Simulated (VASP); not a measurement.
Set up this calculation in VASP 6.6.1, as the native input.

| Item | Value |
| --- | --- |
| Task | single point |
| Functional | PBEsol |
| Potentials or basis | VASP PAW PBE potentials, release 64 (Ba_sv, Ti_sv, O) |
| Cutoff | 520 eV |
| k mesh | 6 × 6 × 6 |
| Occupations | gaussian, width 0.02 eV |
| Spin | no spin polarisation |
| Dipole correction | no |
| Further INCAR settings | ALGO = Normal; EDIFF = 1e-06; NBANDS = 28 |

The structure of BaTiO3 (Barioperovskite) lies in POSCAR:

```
BaTiO3
1.0
    4.0054275000      0.0000000000      0.0000000000
    0.0000000000      2.8510845000      2.8169104725
    0.0000000000     -2.8510845000      2.8169104725
Ba Ti O
1 1 3
Direct
    0.0000000000      0.0000000000      0.0000000000
    0.5000000000      0.5124000000      0.5124000000
    0.0000000000      0.4874000000      0.4874000000
    0.5000000000      0.5052400000      0.9918400000
    0.5000000000      0.9918400000      0.5052400000
```

One way to write it, as run:

INCAR

```
SYSTEM = BaTiO3
PREC     = Accurate       ! precision mode
ENCUT    = 520            ! plane-wave cutoff, eV
EDIFF    = 1E-6           ! SCF threshold, eV
ISMEAR   = 0              ! smearing method
SIGMA    = 0.02           ! smearing width, eV
LREAL    = .FALSE.        ! projectors in reciprocal space
LASPH    = .TRUE.         ! aspherical terms in the spheres
NELM     = 80             ! most SCF steps
ALGO     = Normal         ! electronic algorithm
ISIF     = 2              ! what is computed and relaxed
LWAVE    = .FALSE.        ! write WAVECAR
LCHARG   = .FALSE.        ! write CHGCAR
GGA      = PS             ! functional
NBANDS   = 28             ! bands
```

KPOINTS

```
regular mesh
0
G
  6 6 6
  0 0 0
```

Potentials or basis: VASP PAW PBE potentials, release 64 (Ba_sv, Ti_sv, O).

The run is started by

```sh
$ cat potpaw_PBE.64/Ba_sv/POTCAR potpaw_PBE.64/Ti_sv/POTCAR potpaw_PBE.64/O/POTCAR > POTCAR
$ mpirun -np 1 vasp_std > vasp.out
```

Results of the run:

```
Pressure               : -2.1 GPa
Largest force          : 0.259 eV/Å
Band gap on the k mesh : 1.82 eV, indirect (least direct gap 2.03 eV)
```

Caveat: the PAW data sets were made with another functional, which shifts forces and pressure a little; spin-orbit coupling is left out, which moves the levels of the heavy elements.

It took 96 s on 1 thread of AMD EPYC 7R13 Processor (Zen 3) (shared host), peak memory 0.2 GiB.
